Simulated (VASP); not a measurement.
# TiO (P6_3/mmc) in VASP: notebook

TiO is run at these levels: PBEsol+D4, PBEsol; tasks: relaxation of cell and atoms, single point.

All numbers are computed with VASP 6.6.1; they aren't measurements. Logs are shortened: lines on timing, memory, paths and dates and some standing lists are left out, and cuts for length are marked.

## Step 1: The cell of the first run

Symmetry: P6_3/mmc, No. 194, hexagonal system. Conventional cell: a = 2.852 Å, b = 2.852 Å, c = 5.568 Å, α = 90.00°, β = 90.00°, γ = 120.00°. Ti (site symmetry -6m2) has 6 O at 2.16 Å and 6 Ti at 2.85 Å within 2.9 Å. O (site symmetry -3m) has 6 Ti at 2.16 Å and 8 O at 2.78 to 2.85 Å within 2.9 Å.

## Step 2: Relaxation of cell and atoms, PBEsol+D4

Input file INCAR:

```
SYSTEM = TiO
PREC = Accurate ; ENCUT = 600
EDIFF = 1E-7 ; ISMEAR = 0
SIGMA = 0.1 ; LREAL = .FALSE.
LASPH = .TRUE. ; NELM = 100
ALGO = Normal ; ISIF = 3
LWAVE = .FALSE. ; LCHARG = .FALSE.
GGA = PS ; IVDW = 13
IBRION = 2 ; NSW = 80
EDIFFG = -0.01
```

Input file KPOINTS:

```
Automatic mesh
0
G
  18 18 8
  0 0 0
```

Input file POSCAR:

```
TiO
1.0
    2.8516080131      0.0000000000      0.0000000000
   -1.4258040066      2.4695649810      0.0000000000
    0.0000000000      0.0000000000      5.5675030000
Ti O
2 2
Direct
    0.3333333333      0.6666666667      0.2500000000
    0.6666666667      0.3333333333      0.7500000000
    0.0000000000      0.0000000000      0.0000000000
    0.0000000000      0.0000000000      0.5000000000
```

Potentials or basis: VASP PAW PBE potentials, release 64 (Ti_sv, O).

Run with:

```bash
> cat potpaw_PBE.64/Ti_sv/POTCAR potpaw_PBE.64/O/POTCAR > POTCAR
> mpirun -np 1 vasp_std > vasp.out
```

OUTCAR:

```text
SYSTEM = TiO
   PREC = Accurate
   ENCUT = 600
   EDIFF = 1E-7
   ISMEAR = 0
   LREAL = .FALSE.
   LASPH = .TRUE.
   NELM = 100
   ISIF = 3
   GGA = PS
   IVDW = 13
   IBRION = 2
   NSW = 80
   EDIFFG = -0.01

 ion  position               nearest neighbor table
   1  0.333  0.667  0.250-   3 2.16   4 2.16   3 2.16   4 2.16   3 2.16   4 2.16
   2  0.667  0.333  0.750-   3 2.16   4 2.16   3 2.16   4 2.16   3 2.16   4 2.16
   3  0.000  0.000  0.000-   1 2.16   2 2.16   2 2.16   1 2.16   2 2.16   1 2.16
   4  0.000  0.000  0.500-   1 2.16   2 2.16   2 2.16   1 2.16   2 2.16   1 2.16

  LATTYP: Found a hexagonal cell.
 ALAT       =     2.8516080131
 C/A-ratio  =     1.9524082463

  Lattice vectors:

 A1 = (   2.8516080131,   0.0000000000,   0.0000000000)
 A2 = (  -1.4258040066,   2.4695649810,   0.0000000000)
 A3 = (   0.0000000000,   0.0000000000,   5.5675030000)

Analysis of symmetry for initial positions (statically):
=====================================================================
 Subroutine PRICEL returns:
 Original cell was already a primitive cell.

 Routine SETGRP: Setting up the symmetry group for a
 hexagonal supercell.

 Subroutine GETGRP returns: Found 24 space group operations
 (whereof 12 operations were pure point group operations)
 out of a pool of 24 trial point group operations.

The static configuration has the point symmetry D_3d.
 The point group associated with its full space group is D_6h.

Analysis of symmetry for dynamics (positions and initial velocities):
=====================================================================
 Subroutine PRICEL returns:
 Original cell was already a primitive cell.

 Routine SETGRP: Setting up the symmetry group for a
 hexagonal supercell.

 Subroutine GETGRP returns: Found 24 space group operations
 (whereof 12 operations were pure point group operations)
 out of a pool of 24 trial point group operations.

The dynamic configuration has the point symmetry D_3d.
 The point group associated with its full space group is D_6h.

 Subroutine INISYM returns: Found 24 space group operations
 (whereof 12 operations are pure point group operations),
 and found     1 'primitive' translations

----------------------------------------------------------------------------------------

                                     Primitive cell

  volume of cell :      39.2076

  direct lattice vectors                    reciprocal lattice vectors
     2.851608013  0.000000000  0.000000000     0.350679334  0.202464808  0.000000000
    -1.425804007  2.469564981  0.000000000     0.000000000  0.404929616  0.000000000
     0.000000000  0.000000000  5.567503000     0.000000000  0.000000000  0.179613733

  length of vectors
     2.851608013  2.851608013  5.567503000     0.404929616  0.404929616  0.179613733

  position of ions in fractional coordinates (direct lattice)
[... 73 lines left out ...]
 SYSTEM =  TiO
   PREC   = accura    normal or accurate (medium, high low for compatibility)
   ISTART =      0    job   : 0-new  1-cont  2-samecut
   ICHARG =      2    charge: 1-file 2-atom 10-const
   ISPIN  =      1    spin polarized calculation?
   LNONCOLLINEAR =      F non collinear calculations
   LSORBIT =      F    spin-orbit coupling
   LASPH  =      T    aspherical Exc in radial PAW
   ENCUT  =  600.0 eV  44.10 Ry    6.64 a.u.   5.70  5.70 11.12*2*pi/ulx,y,z
   NELM   =    100;   NELMIN=  2; NELMDL= -5     # of ELM steps
   EDIFF  = 0.1E-06   stopping-criterion for ELM
   LREAL  =      F    real-space projection
   EDIFFG = -.1E-01   stopping-criterion for IOM
   NSW    =     80    number of steps for IOM
   IBRION =      2    ionic relax: 0-MD 1-quasi-New 2-CG
   NFREE  =      1    steps in history (QN), initial steepest desc. (CG)
   ISIF   =      3    stress and relaxation
   ISYM   =      2    0-nonsym 1-usesym 2-fastsym
   POTIM  = 0.5000    time-step for ionic-motion
   TEBEG  =    0.0;   TEEND  =   0.0 temperature during run
   PSTRESS=    0.0 pullay stress
   NELECT =      36.0000    total number of electrons
   NUPDOWN=      -1.0000    fix difference up-down
   EMIN   =  10.00;   EMAX   =-10.00  energy-range for DOS
   EFERMI =   0.00;   METHOD = LEGACY
   ISMEAR =     0;   SIGMA  =   0.10  broadening in eV -4-tet -1-fermi 0-gaus
   EFERMI_NEDOS =   21; number of points for ismear=-14 and -15
   IALGO  =     38    algorithm
   IMIX   =      4    mixing-type and parameters
     AMIX     =   0.40;   BMIX     =  1.00
     AMIX_MAG =   1.60;   BMIX_MAG =  1.00
  volume/ion in A,a.u.               =       9.80        66.15
  Fermi-wavevector in a.u.,A,eV,Ry     =   1.591178  3.006890 34.447873  2.531847
  Thomas-Fermi vector in A             =   2.689758
   LORBIT       =      0    0 simple, 1 ext, 2 COOP (PROOUT), +10 PAW based schemes
   GGA     = PS    functional components
   LHFCALC =     F    Hartree Fock is set to
   AEXX    =    0.0000 exact exchange contribution
   IVDW    =    13    specifies the selected vdW correction
   LEPSILON=     F    determine dielectric tensor
   LRPA    =     F    only Hartree local field effects (RPA)
 conjugate gradient relaxation of ions
 non-spin polarized calculation
 Gauss-broadening in eV      SIGMA  =   0.10
  energy-cutoff  :      600.00
  volume of cell :       39.21
 maximum number of plane-waves:      1328
 NGX is ok and might be reduce to    24
   NGX = 11   NGY = 11   NGZ = 23

--------------------------------------- Ionic step        1  -------------------------------------------

 number of electron      36.0000006 magnetization

 Free energy of the ion-electron system (eV)
  ---------------------------------------------------
  ext. energy  EPLUGINS =         0.00000000
  ---------------------------------------------------
  free energy    TOTEN  =       -37.36085162 eV

  energy without entropy =      -37.35717955  energy(sigma->0) =      -37.35901558

------------------------ aborting loop because EDIFF is reached ----------------------------------------

  DFT-D4 for vdW energy calculation

  Edisp (eV):   -0.56284
[... 201 lines left out ...]
--------------------------------------- Ionic step        6  -------------------------------------------

 number of electron      36.0000006 magnetization

 Free energy of the ion-electron system (eV)
  ---------------------------------------------------
  ext. energy  EPLUGINS =         0.00000000
  ---------------------------------------------------
  free energy    TOTEN  =       -37.40720729 eV

  energy without entropy =      -37.40305917  energy(sigma->0) =      -37.40513323

 E-fermi :  11.9992     XC(G=0): -13.3288

 val. band max:       11.9956836931   @ k =   0.0000   0.0000   0.2500
 cond. band min:      12.0100856010   @ k =   0.4444   0.0556   0.0000
 fundamental gap:      0.0144019078
 Fermi energy:        11.9991722763

 k-point     1 :       0.0000    0.0000    0.0000
  band No.  band energies     occupation
      1     -45.6171      2.00000
      2     -45.5568      2.00000
      3     -22.5867      2.00000
      4     -21.9689      2.00000
      5     -21.5334      2.00000
      6     -21.5334      2.00000
[... 589 lines left out ...]
     21      13.7847      0.00000
     22      14.1192      0.00000

 [... further k-points ...]

------------------------ aborting loop because EDIFF is reached ----------------------------------------

  DFT-D4 for vdW energy calculation

  Edisp (eV):   -0.59608
[... 27 lines left out ...]
  FREE ENERGIE OF THE ION-ELECTRON SYSTEM (eV)
  ---------------------------------------------------
  free  energy   TOTEN  =       -38.0032822932 eV

  energy  without entropy=      -37.9991341797  energy(sigma->0) =      -38.00120824

 reached required accuracy - stopping structural energy minimisation
```

CONTCAR:

```text
TiO
   1.00000000000000
     2.8110298159929146    0.0000000000008273   -0.0000000000000000
    -1.4055149080450293    2.4344232314642147    0.0000000000000000
     0.0000000000000000   -0.0000000000000000    5.4372073674058274
  Ti              O
     2     2
Direct
     0.3333333332999970    0.6666666667000030    0.2500000000000000
     0.6666666667000030    0.3333333332999970    0.7500000000000000
     0.0000000000000000    0.0000000000000000    0.0000000000000000
     0.0000000000000000    0.0000000000000000    0.5000000000000000

  0.00000000E+00  0.00000000E+00  0.00000000E+00
  0.00000000E+00  0.00000000E+00  0.00000000E+00
  0.00000000E+00  0.00000000E+00  0.00000000E+00
  0.00000000E+00  0.00000000E+00  0.00000000E+00
```

Run time: 5.1 min. Hardware: 1 thread of Intel Xeon 6975P-C (Granite Rapids), shared host; peak memory 0.31 GiB.

Results:

```yaml
Free_energy: -38.0033 eV
Relaxed_volume: 9.30 Å³/atom
Relaxed_cell: a = 2.811 Å, b = 2.811 Å, c = 5.437 Å, α = 90.00°, β = 90.00°, γ = 120.00°
Space_group_after_relaxing_to_0.1_Å: P6_3/mmc (No. 194)
Energy_gained_by_relaxing: 19.9 meV/atom
Ionic_steps: 6
Pressure_after_relaxing: 0.1 GPa
Band_gap_on_the_k_mesh: zero (bands 18 and 19 overlap by 0.31 eV)
Dispersion_energy_per_atom: -0.149 eV
```

The path:
```tsv
step	energy change (eV)	largest force (eV/Å)	pressure (GPa)	volume (Å³)
1	0.0000	0.0000	-11.93	39.21
2	0.0177	0.0000	16.24	35.21
3	-0.0791	0.0000	-0.07	37.23
4	-0.0791	0.0000	0.21	37.19
5	-0.0796	0.0000	0.15	37.21
6	-0.0796	0.0000	0.14	37.21
```

Final structure:
```
Ti O
1.0
     2.81103    0.00000    0.00000
    -1.40551    2.43442    0.00000
     0.00000    0.00000    5.43721
Ti O
2 2
Direct
  0.33333 0.66667 0.25000
  0.66667 0.33333 0.75000
  0.00000 0.00000 0.00000
  0.00000 0.00000 0.50000
```

Caveat: the PAW data sets were made with another functional, which shifts forces and pressure a little; semilocal functionals often make such compounds metallic where correlation or magnetic order opens a gap, which also shifts bond lengths.

## Step 3: Single point, PBEsol

Input file INCAR:

```
SYSTEM = TiO
PREC = Accurate ; ENCUT = 520
EDIFF = 1E-7 ; ISMEAR = 0
SIGMA = 0.1 ; LREAL = .FALSE.
LASPH = .TRUE. ; NELM = 100
ALGO = Normal ; ISIF = 2
LWAVE = .FALSE. ; LCHARG = .TRUE.
GGA = PS ; LELF = .TRUE.
LVHAR = .TRUE. ; NBANDS = 26
```

Input file KPOINTS:

```
regular mesh
0
G
  18 18 8
  0 0 0
```

POSCAR is that of step 2.

Potentials or basis: VASP PAW PBE potentials, release 64 (Ti_sv, O).

Run with:

```bash
> cat potpaw_PBE.64/Ti_sv/POTCAR potpaw_PBE.64/O/POTCAR > POTCAR
> mpirun -np 1 vasp_std > vasp.out
```

Wall time 64 s (1 thread of Intel Xeon 6975P-C (Granite Rapids), shared host); peak memory 0.28 GiB.

It converged, with:

| Property | Result |
| --- | --- |
| Free energy | -37.3564 eV |
| Pressure | -9.3 GPa |
| Band gap on the k mesh | zero (bands 18 and 19 overlap by 0.21 eV) |

Stress tensor (GPa, compression positive):
```
 -8.45   0.00   0.00
  0.00  -8.45   0.00
  0.00   0.00 -11.11
```

Levels at points of the mesh, in eV from the Fermi level:
```csv
k point,band 16,band 17,band 18,band 19,band 20,band 21
"(0.00, 0.00, 0.00)",-5.31,-2.07,-0.22,-0.22,0.04,0.78
"(0.50, 0.00, 0.00)",-5.53,-2.78,-0.03,0.66,1.41,2.00
"(0.00, 0.00, 0.50)",-5.64,-0.61,-0.61,0.62,0.62,0.62
"(0.50, 0.00, 0.50)",-6.17,-1.37,-1.37,1.80,1.80,2.13
```

Caveat: the cell stands under tension; the PAW data sets were made with another functional, which shifts forces and pressure a little; semilocal functionals often make such compounds metallic where correlation or magnetic order opens a gap, which also shifts bond lengths.

## Step 4: Single point, PBEsol

Input file INCAR:

```
SYSTEM = TiO
ALGO = Normal ; EDIFF = 1E-7
ENCUT = 520 ; GGA = PS
ISIF = 2 ; ISMEAR = 0
LASPH = .TRUE. ; LCHARG = .TRUE.
LELF = .TRUE. ; LREAL = .FALSE.
LVHAR = .TRUE. ; LWAVE = .FALSE.
NBANDS = 26 ; NELM = 100
PREC = Accurate ; SIGMA = 0.01
```

Input file KPOINTS:

```
k-points
0
G
  18 18 8
  0 0 0
```

POSCAR is that of step 3.

Run with:

```bash
> cat potpaw_PBE.64/Ti_sv/POTCAR potpaw_PBE.64/O/POTCAR > POTCAR
> mpirun -np 1 vasp_std > vasp.out
```

It took 64 s on 1 thread of Intel Xeon 6975P-C (Granite Rapids), shared host; peak memory 0.28 GiB.

It converged, with:

* Free energy: -37.3545 eV
* Pressure: -9.3 GPa
* Band gap on the k mesh: zero (bands 18 and 19 overlap by 0.21 eV)

Stress tensor (GPa, compression positive):
```
 -8.51   0.00   0.00
  0.00  -8.51   0.00
  0.00   0.00 -10.96
```

Levels at points of the mesh, in eV from the Fermi level:
| k point | band 15 | band 16 | band 17 | band 18 | band 19 | band 20 | band 21 | band 22 |
| --- | --- | --- | --- | --- | --- | --- | --- | --- |
| (0.00, 0.00, 0.00) | -5.34 | -5.28 | -2.04 | -0.19 | -0.19 | 0.07 | 0.81 | 0.81 |
| (0.50, 0.00, 0.00) | -5.82 | -5.50 | -2.75 | 0.00 | 0.69 | 1.44 | 2.03 | 2.35 |
| (0.00, 0.00, 0.50) | -5.61 | -5.61 | -0.58 | -0.58 | 0.65 | 0.65 | 0.65 | 0.65 |
| (0.50, 0.00, 0.50) | -6.14 | -6.14 | -1.34 | -1.34 | 1.83 | 1.83 | 2.16 | 2.16 |

Caveat: the cell stands under tension; the PAW data sets were made with another functional, which shifts forces and pressure a little; semilocal functionals often make such compounds metallic where correlation or magnetic order opens a gap, which also shifts bond lengths.

(Continued in part 2 of 2.)
